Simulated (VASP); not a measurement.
Input of a VASP 6.6.1 run:

File INCAR:

```
PREC = Accurate ; ENCUT = 600
EDIFF = 1E-6 ; ISMEAR = -1
SIGMA = 0.03 ; LREAL = F
LASPH = T ; NELM = 60
ALGO = Normal ; ISIF = 3
LWAVE = F ; LCHARG = F
GGA = PS ; IBRION = 2
NSW = 100 ; EDIFFG = -0.01
```

Contents of KPOINTS:

```
Automatic mesh
0
Gamma
  6 6 2
```

The input POSCAR:

```
CsH
1.0
    4.2835043629      0.0000000000      0.0000000000
   -2.1417521814      3.7096235955      0.0000000000
    0.0000000000      0.0000000000     13.9899252491
Cs H
4 4
Direct
    0.0000000000      0.0000000000      0.0000000000
    0.3333333333      0.6666666667      0.2500000000
    0.0000000000      0.0000000000      0.5000000000
    0.6666666667      0.3333333333      0.7500000000
    0.0000000000      0.0000000000      0.1875000000
    0.3333333333      0.6666666667      0.4375000000
    0.0000000000      0.0000000000      0.6875000000
    0.6666666667      0.3333333333      0.9375000000
```

Potentials or basis: VASP PAW PBE potentials, release 64 (Cs_sv, H).

Command:

```sh
$ cat potpaw_PBE.64/Cs_sv/POTCAR potpaw_PBE.64/H/POTCAR > POTCAR
$ mpirun -np 1 vasp_std > vasp.out
```

(1) What does it give for the relaxed cell?

(2) Estimate the space group after relaxing (to 0.1 Å).

(3) Estimate the relaxed volume.

(4) Predict the band gap on the k mesh.

Results:

(1) a = 4.935 Å, b = 4.935 Å, c = 15.056 Å, α = 90.00°, β = 90.00°, γ = 120.00°.

(2) P6_3mc (No. 186).

(3) 39.69 Å³/atom.

(4) 2.93 eV (least direct gap 3.00 eV).

Caveat: the volume moved by over 15 % at a fixed basis, so the end points are rough; the PAW data sets were made with another functional, which shifts forces and pressure a little; spin-orbit coupling is left out, which moves the levels of the heavy elements.
